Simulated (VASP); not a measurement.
# CoSi (CsCl type) (Pm-3m) in VASP: notebook

Runs on CoSi (CsCl type). Level: PBE. Tasks: single point.

Program: VASP 6.6.1. These are calculated values, not measurements. Logs are shortened: lines on timing, memory, paths and dates and some standing lists are left out, and cuts for length are marked.

## 1. The cell of the first run

It takes space group Pm-3m (No. 221, cubic). Conventional cell: a = 2.492 Å, b = 2.492 Å, c = 2.492 Å, α = 90.00°, β = 90.00°, γ = 90.00°. Within 2.9 Å of Co (site symmetry m-3m) lie 8 Si at 2.16 Å and 6 Co at 2.49 Å. Within 2.9 Å of Si (site symmetry m-3m) lie 8 Co at 2.16 Å and 6 Si at 2.49 Å.

## 2. Single point, PBE (volume scaled by 0.72)

The input, INCAR:

```
PREC = Accurate
ENCUT = 600
EDIFF = 1E-6
ISMEAR = -1
SIGMA = 0.1
LREAL = F
LASPH = T
NELM = 120
ALGO = Normal
ISIF = 2
LWAVE = F
LCHARG = F
GGA = PE
NBANDS = 14
GGA_COMPAT = F
```

The input, KPOINTS:

```
regular mesh
0
Gamma
  14 14 14
```

The input, POSCAR:

```
CoSi
1.0
    2.4919999806      0.0000000000      0.0000000000
    0.0000000000      2.4919999806      0.0000000000
    0.0000000000      0.0000000000      2.4919999806
Co Si
1 1
Direct
    0.0000000000      0.0000000000      0.0000000000
    0.5000000000      0.5000000000      0.5000000000
```

Potentials or basis: VASP PAW PBE potentials, release 64 (Co, Si).

Launch:

```sh
cat potpaw_PBE.64/Co/POTCAR potpaw_PBE.64/Si/POTCAR > POTCAR
mpirun -np 1 vasp_std > vasp.out
```

OUTCAR:

```text
PREC = Accurate
   ENCUT = 600
   EDIFF = 1E-6
   ISMEAR = -1
   LREAL = F
   LASPH = T
   NELM = 120
   ISIF = 2
   GGA = PE

 ion  position               nearest neighbor table
   1  0.000  0.000  0.000-   2 2.16   2 2.16   2 2.16   2 2.16   2 2.16   2 2.16   2 2.16   2 2.16

   2  0.500  0.500  0.500-   1 2.16   1 2.16   1 2.16   1 2.16   1 2.16   1 2.16   1 2.16   1 2.16

  LATTYP: Found a simple cubic cell.
 ALAT       =     2.4919999806

  Lattice vectors:

 A1 = (   2.4919999806,   0.0000000000,   0.0000000000)
 A2 = (   0.0000000000,   2.4919999806,   0.0000000000)
 A3 = (   0.0000000000,   0.0000000000,   2.4919999806)

Analysis of symmetry for initial positions (statically):
=====================================================================
 Subroutine PRICEL returns:
 Original cell was already a primitive cell.

 Routine SETGRP: Setting up the symmetry group for a
 simple cubic supercell.

 Subroutine GETGRP returns: Found 48 space group operations
 (whereof 48 operations were pure point group operations)
 out of a pool of 48 trial point group operations.

The static configuration has the point symmetry O_h .

Analysis of symmetry for dynamics (positions and initial velocities):
=====================================================================
 Subroutine PRICEL returns:
 Original cell was already a primitive cell.

 Routine SETGRP: Setting up the symmetry group for a
 simple cubic supercell.

 Subroutine GETGRP returns: Found 48 space group operations
 (whereof 48 operations were pure point group operations)
 out of a pool of 48 trial point group operations.

The dynamic configuration has the point symmetry O_h .

 Subroutine INISYM returns: Found 48 space group operations
 (whereof 48 operations are pure point group operations),
 and found     1 'primitive' translations

----------------------------------------------------------------------------------------

                                     Primitive cell

  volume of cell :      15.4755

  direct lattice vectors                    reciprocal lattice vectors
     2.491999981  0.000000000  0.000000000     0.401284112  0.000000000  0.000000000
     0.000000000  2.491999981  0.000000000     0.000000000  0.401284112  0.000000000
     0.000000000  0.000000000  2.491999981     0.000000000  0.000000000  0.401284112

  length of vectors
     2.491999981  2.491999981  2.491999981     0.401284112  0.401284112  0.401284112

  position of ions in fractional coordinates (direct lattice)
     0.000000000  0.000000000  0.000000000
     0.500000000  0.500000000  0.500000000

  ion indices of the primitive-cell ions
   primitive index   ion index
                 1           1
                 2           2

----------------------------------------------------------------------------------------

 KPOINTS: regular mesh

Automatic generation of k-mesh.
 Grid dimensions read from file:
 generate k-points for:   14   14   14

 Generating k-lattice:

  Cartesian coordinates                     Fractional coordinates (reciprocal lattice)
     0.028663151  0.000000000  0.000000000     0.071428571  0.000000000  0.000000000
     0.000000000  0.028663151  0.000000000     0.000000000  0.071428571  0.000000000
     0.000000000  0.000000000  0.028663151     0.000000000  0.000000000  0.071428571

  Length of vectors
     0.028663151  0.028663151  0.028663151

  Shift w.r.t. Gamma in fractional coordinates (k-lattice)
     0.000000000  0.000000000  0.000000000

 Subroutine IBZKPT returns following result:
 ===========================================

 Found    120 irreducible k-points:

 Following reciprocal coordinates:
            Coordinates               Weight
  0.000000  0.000000  0.000000      1.000000
  0.071429  0.000000  0.000000      6.000000
  0.142857  0.000000  0.000000      6.000000
  0.214286  0.000000  0.000000      6.000000
  0.285714  0.000000  0.000000      6.000000
  0.357143  0.000000  0.000000      6.000000
[... 16 lines left out ...]
  0.285714  0.214286  0.000000     24.000000
  0.357143  0.214286  0.000000     24.000000
 [... further k-points ...]
   k-points           NKPTS =    120   k-points in BZ     NKDIM =    120   number of bands    NBANDS=     14
   number of dos      NEDOS =    301   number of ions     NIONS =      2
   total plane-waves  NPLWV =   8000
   dimension x,y,z NGX =    20 NGY =   20 NGZ =   20
   dimension x,y,z NGXF=    40 NGYF=   40 NGZF=   40
   ions per type =               1   1
   NGX,Y,Z   is equivalent  to a cutoff of  13.34, 13.34, 13.34 a.u.
   NGXF,Y,Z  is equivalent  to a cutoff of  26.68, 26.68, 26.68 a.u.
 SYSTEM =  unknown system
   PREC   = accura    normal or accurate (medium, high low for compatibility)
   ISTART =      0    job   : 0-new  1-cont  2-samecut
   ICHARG =      2    charge: 1-file 2-atom 10-const
   ISPIN  =      1    spin polarized calculation?
   LNONCOLLINEAR =      F non collinear calculations
   LSORBIT =      F    spin-orbit coupling
   LASPH  =      T    aspherical Exc in radial PAW
   ENCUT  =  600.0 eV  44.10 Ry    6.64 a.u.   4.98  4.98  4.98*2*pi/ulx,y,z
   NELM   =    120;   NELMIN=  2; NELMDL= -5     # of ELM steps
   EDIFF  = 0.1E-05   stopping-criterion for ELM
   LREAL  =      F    real-space projection
   EDIFFG = 0.1E-04   stopping-criterion for IOM
   NSW    =      0    number of steps for IOM
   IBRION =     -1    ionic relax: 0-MD 1-quasi-New 2-CG
   NFREE  =      0    steps in history (QN), initial steepest desc. (CG)
   ISIF   =      2    stress and relaxation
   ISYM   =      2    0-nonsym 1-usesym 2-fastsym
   POTIM  = 0.5000    time-step for ionic-motion
   TEBEG  =    0.0;   TEEND  =   0.0 temperature during run
   PSTRESS=    0.0 pullay stress
   NELECT =      13.0000    total number of electrons
   NUPDOWN=      -1.0000    fix difference up-down
   EMIN   =  10.00;   EMAX   =-10.00  energy-range for DOS
   EFERMI =   0.00;   METHOD = LEGACY
   ISMEAR =    -1;   SIGMA  =   0.10  broadening in eV -4-tet -1-fermi 0-gaus
   EFERMI_NEDOS =   21; number of points for ismear=-14 and -15
   IALGO  =     38    algorithm
   IMIX   =      4    mixing-type and parameters
     AMIX     =   0.40;   BMIX     =  1.00
     AMIX_MAG =   1.60;   BMIX_MAG =  1.00
  volume/ion in A,a.u.               =       7.74        52.22
  Fermi-wavevector in a.u.,A,eV,Ry     =   1.544690  2.919040 32.464402  2.386066
  Thomas-Fermi vector in A             =   2.650175
   LORBIT       =      0    0 simple, 1 ext, 2 COOP (PROOUT), +10 PAW based schemes
   GGA     = PE    functional components
   LHFCALC =     F    Hartree Fock is set to
   AEXX    =    0.0000 exact exchange contribution
   IVDW    =     0    specifies the selected vdW correction
   LEPSILON=     F    determine dielectric tensor
   LRPA    =     F    only Hartree local field effects (RPA)
 non-spin polarized calculation
  energy-cutoff  :      600.00
  volume of cell :       15.48
 maximum number of plane-waves:       552
 NGX is ok and might be reduce to    20
   NGX =  9   NGY =  9   NGZ =  9

 number of electron      12.9999989 magnetization

 Free energy of the ion-electron system (eV)
  ---------------------------------------------------
  ext. energy  EPLUGINS =         0.00000000
  ---------------------------------------------------
  free energy    TOTEN  =       -11.23039600 eV

  energy without entropy =      -11.18700742  energy(sigma->0) =      -11.20870171

 E-fermi :  18.9915     XC(G=0): -14.7068

 val. band max:       18.9807016766   @ k =   0.3571   0.2143   0.0714
 cond. band min:      18.9982555523   @ k =   0.3571   0.3571   0.1429
 fundamental gap:      0.0175538758
 Fermi energy:        18.9915044950

 k-point     1 :       0.0000    0.0000    0.0000
  band No.  band energies     occupation
      1       1.4798      2.00000
      2      12.7721      2.00000
      3      12.7721      2.00000
      4      16.9258      2.00000
      5      16.9258      2.00000
      6      16.9258      2.00000
      7      23.1479      0.00000
      8      23.1479      0.00000
      9      23.1479      0.00000
     10      27.4917      0.00000
     11      27.4917      0.00000
     12      38.1321      0.00000
     13      42.3902      0.00000
     14      42.3902      0.00000

 k-point     2 :       0.0714    0.0000    0.0000
  band No.  band energies     occupation
      1       1.6066      2.00000
      2      12.7282      2.00000
      3      12.8279      2.00000
      4      16.7918      2.00000
      5      16.7918      2.00000
      6      16.9389      2.00000
      7      22.3638      0.00000
      8      23.3755      0.00000
      9      23.3755      0.00000
     10      27.3852      0.00000
     11      28.3064      0.00000
     12      38.4479      0.00000
     13      41.2644      0.00000
     14      41.2644      0.00000

 k-point     3 :       0.1429    0.0000    0.0000
  band No.  band energies     occupation
      1       1.9838      2.00000
      2      12.5425      2.00000
      3      12.9889      2.00000
      4      16.4510      2.00000
      5      16.4510      2.00000
      6      16.9756      2.00000
      7      20.9594      0.00000
      8      23.9995      0.00000
      9      23.9995      0.00000
     10      27.0774      0.00000
     11      29.8194      0.00000
     12      39.3135      0.00000
     13      39.3135      0.00000
     14      39.4081      0.00000

 k-point     4 :       0.2143    0.0000    0.0000
  band No.  band energies     occupation
      1       2.6017      2.00000
      2      12.0733      2.00000
      3      13.2342      2.00000
      4      16.0244      2.00000
      5      16.0244      2.00000
      6      17.0292      2.00000
      7      19.7636      0.00089
      8      24.9071      0.00000
      9      24.9071      0.00000
     10      26.6077      0.00000
     11      31.2825      0.00000
     12      37.2930      0.00000
     13      37.2930      0.00000
     14      40.9781      0.00000

 k-point     5 :       0.2857    0.0000    0.0000
  band No.  band energies     occupation
      1       3.4439      2.00000
      2      11.2010      2.00000
      3      13.5272      2.00000
      4      15.6134      2.00000
      5      15.6134      2.00000
      6      17.0894      2.00000
      7      19.0513      0.70946
      8      26.0086      0.00000
      9      26.0086      0.00000
     10      26.0512      0.00000
     11      32.5372      0.00000
[... 276 lines left out ...]
 k-point    22 :       0.2143    0.2143    0.0000
  band No.  band energies     occupation
      1       3.6608      2.00000
      2      12.5435      2.00000
      3      12.6790      2.00000
      4      15.1760      2.00000
      5      16.0252      2.00000
      6      16.3688      2.00000
      7      19.9405      0.00015
      8      21.9610      0.00000
      9      26.4612      0.00000
     10      27.9879      0.00000
     11      33.2960      0.00000
     12      34.4380      0.00000
     13      37.2461      0.00000
     14      38.1929      0.00000

 k-point    23 :       0.2857    0.2143    0.0000
  band No.  band energies     occupation
      1       4.4486      2.00000
      2      11.7790      2.00000
      3      12.9505      2.00000
      4      14.9722      2.00000
      5      15.7523      2.00000
      6      16.3405      2.00000
      7      19.3386      0.06032
      8      22.2576      0.00000
      9      27.4384      0.00000
     10      27.5373      0.00000
     11      32.1469      0.00000
     12      35.7443      0.00000
     13      36.0676      0.00000
     14      38.2214      0.00000

 k-point    24 :       0.3571    0.2143    0.0000
  band No.  band energies     occupation
      1       5.4105      2.00000
      2      10.6479      2.00000
      3      13.3347      2.00000
      4      14.7868      2.00000
      5      15.4584      2.00000
      6      16.3960      2.00000
      7      18.8799      1.50651
      8      22.8857      0.00000
      9      26.7790      0.00000
     10      28.5245      0.00000
     11      31.3909      0.00000
     12      34.1325      0.00000
     13      37.3579      0.00000
     14      38.4910      0.00000

 [... further k-points ...]

------------------------ aborting loop because EDIFF is reached ----------------------------------------

  FORCE on cell =-STRESS in cart. coord.  units (eV):
  Direction    XX          YY          ZZ          XY          YZ          ZX
  --------------------------------------------------------------------------------------
  -------------------------------------------------------------------------------------
  Total       14.5392155     14.5392155     14.5392155     -0.0000000     -0.0000000     -0.0000000
  in kB     1505.2458966   1505.2458966   1505.2458966     -0.0000000     -0.0000000     -0.0000000
  external PRESSURE =    1505.2458966 kB  Pullay stress =       0.0000000 kB

 VOLUME and BASIS-vectors are now :
 -----------------------------------------------------------------------------
  energy-cutoff  :      600.00
  volume of cell :       15.48
      direct lattice vectors                 reciprocal lattice vectors
     2.491999981  0.000000000  0.000000000     0.401284112  0.000000000  0.000000000
     0.000000000  2.491999981  0.000000000     0.000000000  0.401284112  0.000000000
     0.000000000  0.000000000  2.491999981     0.000000000  0.000000000  0.401284112

 POSITION                                       TOTAL-FORCE (eV/Angst)
 -----------------------------------------------------------------------------------
      0.00000      0.00000      0.00000         0.000000      0.000000      0.000000
      1.24600      1.24600      1.24600         0.000000      0.000000      0.000000
 -----------------------------------------------------------------------------------
    total drift:                                0.000000      0.000000      0.000000

  FREE ENERGIE OF THE ION-ELECTRON SYSTEM (eV)
  ---------------------------------------------------
  free  energy   TOTEN  =       -11.2303960019 eV

  energy  without entropy=      -11.1870074214  energy(sigma->0) =      -11.20870171
```

It took 16 s on 1 thread of Intel Xeon Platinum 8375C at 2.90GHz (Ice Lake), shared host; peak memory 0.15 GiB.

Results:

```
Free energy : -11.2304 eV
Pressure    : 150.5 GPa
```

Levels at points of the mesh, in eV from the Fermi level:
```tsv
k point	band 3	band 4	band 5	band 6	band 7	band 8	band 9	band 10	band 11	band 12
(0.00, 0.00, 0.00)	-6.22	-2.07	-2.07	-2.07	4.16	4.16	4.16	8.50	8.50	19.14
(0.50, 0.00, 0.00)	-4.89	-3.99	-3.99	-1.80	-0.25	5.99	10.74	10.74	11.57	11.57
(0.50, 0.50, 0.00)	-6.81	-6.03	-3.47	-3.47	-0.80	2.86	3.41	11.25	16.42	17.31
(0.50, 0.50, 0.50)	-8.50	-0.72	-0.72	0.74	0.80	0.80	0.80	5.28	5.28	5.28
```

 Spin polarisation is off, so any magnetic state and its effect on volume and gap are missing.

## 3. Single point, PBE (volume scaled by 0.8)

The input, INCAR:

```
SYSTEM = CoSi
PREC = Accurate
ENCUT = 600
EDIFF = 1E-6
ISMEAR = -1
SIGMA = 0.1
LREAL = .FALSE.
LASPH = .TRUE.
NELM = 120
ALGO = Normal
ISIF = 2
LWAVE = .FALSE.
LCHARG = .TRUE.
GGA = PE
LELF = .TRUE.
LVHAR = .TRUE.
NBANDS = 14
GGA_COMPAT = .FALSE.
```

The input, KPOINTS:

```
regular mesh
0
G
  14 14 14
  0 0 0
```

The input, POSCAR:

```
CoSi
1.0
    2.5810744482      0.0000000000      0.0000000000
    0.0000000000      2.5810744482      0.0000000000
    0.0000000000      0.0000000000      2.5810744482
Co Si
1 1
Direct
    0.0000000000      0.0000000000      0.0000000000
    0.5000000000      0.5000000000      0.5000000000
```

Potentials or basis: VASP PAW PBE potentials, release 64 (Co, Si).

Launch:

```sh
cat potpaw_PBE.64/Co/POTCAR potpaw_PBE.64/Si/POTCAR > POTCAR
mpirun -np 1 vasp_std > vasp.out
```

Wall time 20 s (1 thread of Intel Xeon Platinum 8375C at 2.90GHz (Ice Lake), shared host); peak memory 0.16 GiB.

The run converged. Its results:

* Free energy: -12.4347 eV
* Pressure: 79.6 GPa

Levels at points of the mesh, in eV from the Fermi level:
```tsv
k point	band 5	band 6	band 7	band 8	band 9	band 10
(0.00, 0.00, 0.00)	-1.75	-1.75	3.74	3.74	3.74	8.20
(0.50, 0.00, 0.00)	-3.46	-1.53	-0.23	6.28	10.33	10.33
(0.50, 0.50, 0.00)	-2.94	-2.94	-0.67	2.55	2.76	10.15
(0.50, 0.50, 0.50)	-0.61	-0.13	0.98	0.98	0.98	4.70
```

 Spin polarisation is off, so any magnetic state and its effect on volume and gap are missing.

## 4. Single point, PBE (volume scaled by 0.8)

The input, INCAR:

```
PREC = Accurate
ENCUT = 600
EDIFF = 1E-6
ISMEAR = -1
SIGMA = 0.1
LREAL = False
LASPH = True
NELM = 120
ALGO = Normal
ISIF = 2
LWAVE = False
LCHARG = True
GGA = PE
LELF = True
LVHAR = True
NBANDS = 14
GGA_COMPAT = False
```

The input, KPOINTS:

```
Automatic mesh
0
Gamma
  14 14 14
```

POSCAR is that of step 3.

Launch:

```sh
cat potpaw_PBE.64/Co/POTCAR potpaw_PBE.64/Si/POTCAR > POTCAR
mpirun -np 1 vasp_std > vasp.out
```

Run time: 20 s. Hardware: 1 thread of Intel Xeon Platinum 8375C at 2.90GHz (Ice Lake), shared host; peak memory 0.16 GiB.

Results (log left out):

```
Free energy : -12.4347 eV
Pressure    : 79.6 GPa
```

Levels at points of the mesh, in eV from the Fermi level:
```tsv
k point	band 4	band 5	band 6	band 7	band 8	band 9	band 10	band 11
(0.00, 0.00, 0.00)	-1.75	-1.75	-1.75	3.74	3.74	3.74	8.20	8.20
(0.50, 0.00, 0.00)	-3.46	-3.46	-1.53	-0.23	6.28	10.33	10.33	10.35
(0.50, 0.50, 0.00)	-5.25	-2.94	-2.94	-0.67	2.55	2.76	10.15	15.40
(0.50, 0.50, 0.50)	-0.61	-0.61	-0.13	0.98	0.98	0.98	4.70	4.70
```
